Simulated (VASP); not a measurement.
# Nb3N5 (Cmcm) in VASP: notebook

Nb3N5 is run at these levels: PBEsol; tasks: single point.

All numbers are computed with VASP 6.6.1; they aren't measurements. Logs are shortened: lines on timing, memory, paths and dates and some standing lists are left out, and cuts for length are marked.

## 1. The cell of the first run

The structure is orthorhombic, space group Cmcm (No. 63). Conventional cell: a = 3.964 Å, b = 10.569 Å, c = 10.639 Å, α = 90.00°, β = 90.00°, γ = 90.00°. Nb (site symmetry m) has 6 N at 1.96 to 2.37 Å within 2.6 Å. Nb (site symmetry m2m) has 6 N at 2.06 to 2.22 Å within 2.7 Å. N (site symmetry m) has 4 Nb at 2.10 to 2.37 Å and 5 N at 2.74 to 2.86 Å within 2.9 Å. Within 2.9 Å of N (site symmetry m) lie 3 Nb at 1.96 to 2.22 Å and 3 N at 2.65 to 2.86 Å. Within 2.8 Å of N (site symmetry m2m) lie 4 Nb at 2.06 to 2.36 Å and 4 N at 2.74 Å.

## 2. Single point, PBEsol (13.93 Å³/atom)

Input file INCAR:

```
SYSTEM = Nb3N5
ALGO = Normal
EDIFF = 1E-6
ENCUT = 600
GGA = PS
GGA_COMPAT = .FALSE.
ISIF = 2
ISMEAR = 0
KPAR = 4
LASPH = .TRUE.
LCHARG = .FALSE.
LREAL = .FALSE.
LWAVE = .FALSE.
NBANDS = 78
NELM = 120
PREC = Accurate
SIGMA = 0.02
```

Input file KPOINTS:

```
k-points
0
G
  8 8 4
  0 0 0
```

Input file POSCAR:

```
Nb3N5
1.0
    1.9817748853     -5.2843531053      0.0000000000
    1.9817748853      5.2843531053      0.0000000000
    0.0000000000      0.0000000000     10.6389283277
Nb N
6 10
Direct
    0.8710423467      0.1289576533      0.4431490172
    0.8710423467      0.1289576533      0.0568509828
    0.7925108324      0.2074891676      0.7500000000
    0.2074891676      0.7925108324      0.2500000000
    0.1289576533      0.8710423467      0.5568509828
    0.1289576533      0.8710423467      0.9431490172
    0.6919236334      0.3080763666      0.9223071463
    0.9526229039      0.0473770961      0.6153783022
    0.9526229039      0.0473770961      0.8846216978
    0.6919236334      0.3080763666      0.5776928537
    0.7616928887      0.2383071113      0.2500000000
    0.0473770961      0.9526229039      0.3846216978
    0.3080763666      0.6919236334      0.0776928537
    0.3080763666      0.6919236334      0.4223071463
    0.2383071113      0.7616928887      0.7500000000
    0.0473770961      0.9526229039      0.1153783022
```

Potentials or basis: VASP PAW PBE potentials, release 64 (Nb_sv, N).

Command:

```sh
$ cat potpaw_PBE.64/Nb_sv/POTCAR potpaw_PBE.64/N/POTCAR > POTCAR
$ mpirun -np 4 vasp_std > vasp.out
```

OUTCAR:

```text
SYSTEM = Nb3N5
   EDIFF = 1E-6
   ENCUT = 600
   GGA = PS
   ISIF = 2
   ISMEAR = 0
   LASPH = .TRUE.
   LREAL = .FALSE.
   NELM = 120
   PREC = Accurate

 ion  position               nearest neighbor table
   1  0.871  0.129  0.443-  12 1.96   8 2.03  14 2.10  14 2.10  11 2.36  10 2.37   5 2.98
   2  0.871  0.129  0.057-  16 1.96   9 2.03  13 2.10  13 2.10  11 2.36   7 2.37   6 2.98
   3  0.793  0.207  0.750-  15 2.06  15 2.06  10 2.12   7 2.12   8 2.22   9 2.22
   4  0.207  0.793  0.250-  11 2.06  11 2.06  14 2.12  13 2.12  16 2.22  12 2.22
   5  0.129  0.871  0.557-   8 1.96  12 2.03  10 2.10  10 2.10  15 2.36  14 2.37   1 2.98
   6  0.129  0.871  0.943-   9 1.96  16 2.03   7 2.10   7 2.10  15 2.36  13 2.37   2 2.98
   7  0.692  0.308  0.922-   6 2.10   6 2.10   3 2.12   2 2.37
   8  0.953  0.047  0.615-   5 1.96   1 2.03   3 2.22
   9  0.953  0.047  0.885-   6 1.96   2 2.03   3 2.22
  10  0.692  0.308  0.578-   5 2.10   5 2.10   3 2.12   1 2.37
  11  0.762  0.238  0.250-   4 2.06   4 2.06   2 2.36   1 2.36
  12  0.047  0.953  0.385-   1 1.96   5 2.03   4 2.22
  13  0.308  0.692  0.078-   2 2.10   2 2.10   4 2.12   6 2.37
  14  0.308  0.692  0.422-   1 2.10   1 2.10   4 2.12   5 2.37
  15  0.238  0.762  0.750-   3 2.06   3 2.06   6 2.36   5 2.36
  16  0.047  0.953  0.115-   2 1.96   6 2.03   4 2.22

  LATTYP: Found a base centered orthorhombic cell.
 ALAT       =     3.9635497706
 B/A-ratio  =     2.6664749586
 C/A-ratio  =     2.6841919349

  Lattice vectors:

 A1 = (   1.9817748853,  -5.2843531053,   0.0000000000)
 A2 = (   1.9817748853,   5.2843531053,   0.0000000000)
 A3 = (   0.0000000000,   0.0000000000,  10.6389283277)

Analysis of symmetry for initial positions (statically):
=====================================================================
 Subroutine PRICEL returns:
 Original cell was already a primitive cell.

 Routine SETGRP: Setting up the symmetry group for a
 base centered orthorhombic supercell.

 Subroutine GETGRP returns: Found  8 space group operations
 (whereof  4 operations were pure point group operations)
 out of a pool of  8 trial point group operations.

The static configuration has the point symmetry C_2h.
 The point group associated with its full space group is D_2h.

Analysis of symmetry for dynamics (positions and initial velocities):
=====================================================================
 Subroutine PRICEL returns:
 Original cell was already a primitive cell.

[... 142 lines left out ...]
   ISIF   =      2    stress and relaxation
   ISYM   =      2    0-nonsym 1-usesym 2-fastsym
   POTIM  = 0.5000    time-step for ionic-motion
   TEBEG  =    0.0;   TEEND  =   0.0 temperature during run
   PSTRESS=    0.0 pullay stress
   NELECT =     128.0000    total number of electrons
   NUPDOWN=      -1.0000    fix difference up-down
   EMIN   =  10.00;   EMAX   =-10.00  energy-range for DOS
   EFERMI =   0.00;   METHOD = LEGACY
   ISMEAR =     0;   SIGMA  =   0.02  broadening in eV -4-tet -1-fermi 0-gaus
   EFERMI_NEDOS =   21; number of points for ismear=-14 and -15
   IALGO  =     38    algorithm
   IMIX   =      4    mixing-type and parameters
     AMIX     =   0.40;   BMIX     =  1.00
     AMIX_MAG =   1.60;   BMIX_MAG =  1.00
  volume/ion in A,a.u.               =      13.93        93.98
  Fermi-wavevector in a.u.,A,eV,Ry     =   1.360881  2.571692 25.197950  1.851997
  Thomas-Fermi vector in A             =   2.487505
   LORBIT       =      0    0 simple, 1 ext, 2 COOP (PROOUT), +10 PAW based schemes
   GGA     = PS    functional components
   LHFCALC =     F    Hartree Fock is set to
   AEXX    =    0.0000 exact exchange contribution
   IVDW    =     0    specifies the selected vdW correction
   LEPSILON=     F    determine dielectric tensor
   LRPA    =     F    only Hartree local field effects (RPA)
 non-spin polarized calculation
 Gauss-broadening in eV      SIGMA  =   0.02
  energy-cutoff  :      600.00
  volume of cell :      222.83
 maximum number of plane-waves:      7466
 NGX is ok and might be reduce to    48
   NGX = 23   NGY = 23   NGZ = 43

 number of electron     128.0000000 magnetization

 Free energy of the ion-electron system (eV)
  ---------------------------------------------------
  ext. energy  EPLUGINS =         0.00000000
  ---------------------------------------------------
  free energy    TOTEN  =      -166.18825175 eV

  energy without entropy =     -166.18825175  energy(sigma->0) =     -166.18825175

 E-fermi :   5.8079     XC(G=0): -10.9325

 val. band max:        5.6764024315   @ k =   0.1250   0.1250   0.0000
 cond. band min:       6.5085198393   @ k =   0.5000   0.5000   0.0000
 fundamental gap:      0.8321174078
 Fermi energy:         5.8078837319

 k-point     1 :       0.0000    0.0000    0.0000
  band No.  band energies     occupation
      1     -49.6566      2.00000
      2     -49.6548      2.00000
      3     -49.4689      2.00000
      4     -49.4672      2.00000
      5     -49.4184      2.00000
      6     -49.4182      2.00000
[... 1885 lines left out ...]
     75       8.7026      0.00000
     76       8.7538      0.00000

 [... further k-points ...]

 [bands above 76 left out]

------------------------ aborting loop because EDIFF is reached ----------------------------------------

  FORCE on cell =-STRESS in cart. coord.  units (eV):
  Direction    XX          YY          ZZ          XY          YZ          ZX
  --------------------------------------------------------------------------------------
  -------------------------------------------------------------------------------------
  Total      -24.1783858    -24.1293657    -24.1245889      0.0000000      0.0000000      0.0000000
  in kB     -173.8456613   -173.4932003   -173.4588546      0.0000000      0.0000000      0.0000000
  external PRESSURE =    -173.5992387 kB  Pullay stress =       0.0000000 kB

 VOLUME and BASIS-vectors are now :
 -----------------------------------------------------------------------------
  energy-cutoff  :      600.00
  volume of cell :      222.83
      direct lattice vectors                 reciprocal lattice vectors
     1.981774885 -5.284353105  0.000000000     0.252299090 -0.094618961  0.000000000
     1.981774885  5.284353105  0.000000000     0.252299090  0.094618961  0.000000000
     0.000000000  0.000000000 10.638928328     0.000000000  0.000000000  0.093994430

 POSITION                                       TOTAL-FORCE (eV/Angst)
 -----------------------------------------------------------------------------------
      1.98177     -3.92144      4.71463         0.000000     -0.003876      0.003351
      1.98177     -3.92144      0.60483         0.000000     -0.003876     -0.003351
      1.98177     -3.09146      7.97920         0.000000      0.004879      0.000000
      1.98177      3.09146      2.65973         0.000000     -0.004879      0.000000
      1.98177      3.92144      5.92430         0.000000      0.003876     -0.003351
      1.98177      3.92144     10.03409         0.000000      0.003876      0.003351
[... 8 lines left out ...]
      1.98177      2.76576      7.97920         0.000000      0.001975      0.000000
      1.98177      4.78364      1.22750         0.000000      0.003966     -0.006448
 -----------------------------------------------------------------------------------
    total drift:                                0.000000     -0.000000      0.000000

  FREE ENERGIE OF THE ION-ELECTRON SYSTEM (eV)
  ---------------------------------------------------
  free  energy   TOTEN  =      -166.1882517527 eV

  energy  without entropy=     -166.1882517527  energy(sigma->0) =     -166.18825175
```

stdout:

```text
POSCAR found type information on POSCAR NbN
 POSCAR found :  2 types and      16 ions
 scaLAPACK will be used
 -----------------------------------------------------------------------------
|                                                                             |
|                                                                             |
|     You enforced a specific xc type in the INCAR file but a different       |
|     I HOPE YOU KNOW WHAT YOU ARE DOING!                                     |
|                                                                             |
 -----------------------------------------------------------------------------

 LDA part: xc-table for (Slater+PW92), standard interpolation
 POSCAR, INCAR and KPOINTS ok, starting setup
 FFT: planning ... GRIDC
 FFT: planning ... GRID_SOFT
 FFT: planning ... GRID
 WAVECAR not read
 entering main loop
```

Run time: 24 min. Hardware: 4 MPI ranks of Oxide Virtual Turin-like, shared host; peak memory 1.1 GiB.

Results:

- Free energy: -166.1883 eV
- Pressure: -17.4 GPa
- Largest force: 0.008 eV/Å
- Band gap on the k mesh: 0.83 eV (least direct gap 1.05 eV)

Forces in eV/Å, atoms in the order of the input:
```
Nb   0.000 -0.004  0.003
Nb   0.000 -0.004 -0.003
Nb   0.000  0.005  0.000
Nb   0.000 -0.005  0.000
Nb   0.000  0.004 -0.003
Nb   0.000  0.004  0.003
N    0.000 -0.005 -0.005
N    0.000 -0.004 -0.006
N    0.000 -0.004  0.006
N    0.000 -0.005  0.005
N    0.000 -0.002  0.000
N    0.000  0.004  0.006
N    0.000  0.005  0.005
N    0.000  0.005 -0.005
N    0.000  0.002  0.000
N    0.000  0.004 -0.006
```

Caveat: the cell stands under tension; the PAW data sets were made with another functional, which shifts forces and pressure a little. A k mesh can miss the band edges.

## 3. Single point, PBEsol

This run uses another cell than the first one, of 12.66 Å³/atom.

Input file INCAR:

```
PREC = Accurate
ENCUT = 600
EDIFF = 1E-6
ISMEAR = 0
SIGMA = 0.02
LREAL = False
LASPH = True
NELM = 120
ALGO = Normal
ISIF = 2
LWAVE = False
LCHARG = False
GGA = PS
NBANDS = 78
GGA_COMPAT = False
```

Input file KPOINTS:

```
Automatic mesh
0
Gamma
  8 8 4
```

Input file POSCAR:

```
Nb3N5
1.0
    1.9334156913     -5.1179592157      0.0000000000
    1.9334156913      5.1179592157      0.0000000000
    0.0000000000      0.0000000000     10.2359766984
Nb N
6 10
Direct
    0.8682288910      0.1317711090      0.4412096569
    0.8682288910      0.1317711090      0.0587903431
    0.7969294861      0.2030705139      0.7500000000
    0.2030705139      0.7969294861      0.2500000000
    0.1317711090      0.8682288910      0.5587903431
    0.1317711090      0.8682288910      0.9412096569
    0.6911014788      0.3088985212      0.9262747450
    0.9531614186      0.0468385814      0.6204352503
    0.9531614186      0.0468385814      0.8795647497
    0.6911014788      0.3088985212      0.5737252550
    0.7650777264      0.2349222736      0.2500000000
    0.0468385814      0.9531614186      0.3795647497
    0.3088985212      0.6911014788      0.0737252550
    0.3088985212      0.6911014788      0.4262747450
    0.2349222736      0.7650777264      0.7500000000
    0.0468385814      0.9531614186      0.1204352503
```

Potentials or basis: VASP PAW PBE potentials, release 64 (Nb_sv, N).

Command:

```sh
$ cat potpaw_PBE.64/Nb_sv/POTCAR potpaw_PBE.64/N/POTCAR > POTCAR
$ mpirun -np 1 vasp_std > vasp.out
```

Wall time 44 min (1 thread of Oxide Virtual Turin-like, shared host); peak memory 0.99 GiB.

Results (log left out):

| Property | Result |
| --- | --- |
| Free energy | -167.4097 eV |
| Pressure | -0.5 GPa |
| Largest force | 0.006 eV/Å |
| Band gap on the k mesh | 0.73 eV (least direct gap 1.01 eV) |

Forces on the atoms (eV/Å):
```
Nb   0.000 -0.006  0.001
Nb   0.000 -0.006 -0.001
Nb   0.000  0.001  0.000
Nb   0.000 -0.001  0.000
Nb   0.000  0.006 -0.001
Nb   0.000  0.006  0.001
N    0.000  0.001  0.002
N    0.000 -0.002 -0.006
N    0.000 -0.002  0.006
N    0.000  0.001 -0.002
N    0.000  0.003  0.000
N    0.000  0.002  0.006
N    0.000 -0.001 -0.002
N    0.000 -0.001  0.002
N    0.000 -0.003  0.000
N    0.000  0.002 -0.006
```

Levels at points of the mesh, in eV from the valence-band top:
```
           k point  band 60  band 61  band 62  band 63  band 64  band 65  band 66  band 67  band 68  band 69
(0.00, 0.00, 0.00)    -0.81    -0.78    -0.57    -0.16    -0.10     0.98     1.18     1.59     1.78     2.28
(0.50, 0.00, 0.00)    -1.47    -1.07    -1.03    -0.55    -0.44     1.33     1.40     2.13     2.44     2.54
(0.50, 0.50, 0.00)    -1.20    -1.07    -0.84    -0.75    -0.34     0.73     1.39     1.97     2.29     2.50
(0.00, 0.00, 0.50)    -1.05    -0.78    -0.78    -0.43    -0.43     1.11     1.11     1.98     1.98     2.04
(0.50, 0.00, 0.50)    -1.97    -0.77    -0.77    -0.52    -0.52     1.50     1.50     2.21     2.21     2.64
(0.50, 0.50, 0.50)    -1.47    -1.10    -1.10    -0.60    -0.60     1.11     1.11     2.26     2.26     2.42
```

Caveat: semilocal functionals underestimate gaps, and a narrow one can read as zero; the PAW data sets were made with another functional, which shifts forces and pressure a little. A k mesh can miss the band edges.
